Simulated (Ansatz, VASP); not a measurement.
## Two plane-wave programs on Si

```xyz
54
Lattice="-8.2051 0.0000 8.2051 -8.2051 -8.2051 0.0000 0.0000 -8.2051 8.2051" Properties=species:S:1:pos:R:3 pbc="T T T"
Si   -9.5727   -9.5727    4.1026
Si   -6.8376   -6.8376    4.1026
Si   -4.1026   -4.1026    4.1026
Si   -9.5727  -12.3077    6.8376
Si   -6.8376   -9.5727    6.8376
Si   -4.1026   -6.8376    6.8376
Si   -9.5727  -15.0428    9.5727
Si   -6.8376  -12.3077    9.5727
Si   -4.1026   -9.5727    9.5727
Si  -12.3077   -9.5727    6.8376
Si   -9.5727   -6.8376    6.8376
Si   -6.8376   -4.1026    6.8376
Si  -12.3077  -12.3077    9.5727
Si   -9.5727   -9.5727    9.5727
Si   -6.8376   -6.8376    9.5727
Si  -12.3077  -15.0428   12.3077
Si   -9.5727  -12.3077   12.3077
Si   -6.8376   -9.5727   12.3077
Si  -15.0428   -9.5727    9.5727
Si  -12.3077   -6.8376    9.5727
Si   -9.5727   -4.1026    9.5727
Si  -15.0428  -12.3077   12.3077
Si  -12.3077   -9.5727   12.3077
Si   -9.5727   -6.8376   12.3077
Si  -15.0428  -15.0428   15.0428
Si  -12.3077  -12.3077   15.0428
Si   -9.5727   -9.5727   15.0428
Si   -2.7350   -2.7350    2.7350
Si   -8.2051   -8.2051    2.7350
Si   -5.4701   -5.4701    2.7350
Si   -2.7350   -5.4701    5.4701
Si   -8.2051  -10.9402    5.4701
Si   -5.4701   -8.2051    5.4701
Si   -2.7350   -8.2051    8.2051
Si   -8.2051  -13.6752    8.2051
Si   -5.4701  -10.9402    8.2051
Si   -5.4701   -2.7350    5.4701
Si  -10.9402   -8.2051    5.4701
Si   -8.2051   -5.4701    5.4701
Si   -5.4701   -5.4701    8.2051
Si  -10.9402  -10.9402    8.2051
Si   -8.2051   -8.2051    8.2051
Si   -5.4701   -8.2051   10.9402
Si  -10.9402  -13.6752   10.9402
Si   -8.2051  -10.9402   10.9402
Si   -8.2051   -2.7350    8.2051
Si  -13.6752   -8.2051    8.2051
Si  -10.9402   -5.4701    8.2051
Si   -8.2051   -5.4701   10.9402
Si  -13.6752  -10.9402   10.9402
Si  -10.9402   -8.2051   10.9402
Si   -8.2051   -8.2051   13.6752
Si  -13.6752  -13.6752   13.6752
Si  -10.9402  -10.9402   13.6752
```

Alike in both runs: task single point; functional PBE; k mesh 2 × 2 × 2; occupations gaussian, width 0.01 eV; no spin polarisation.

|  | VASP | Ansatz |
| --- | --- | --- |
| version | VASP 6.6.1 | Ansatz 0.2.0 |
| potentials or method | VASP PAW PBE potentials, release 64 (Si), cutoff 500 eV | scalar-relativistic, plane waves, PAW |
| valence electrons in the cell | 216 | 216 |

Ansatz gave:

- gap on the k mesh at the Fermi level (eV): 0.75
- least direct gap on the mesh (eV): 0.75
- pressure (GPa): 0.1

Problem. What did VASP give for the same quantities?

Solution. gap on the k mesh at the Fermi level (eV): 0.75; least direct gap on the mesh (eV): 0.76; pressure (GPa): 0.0.
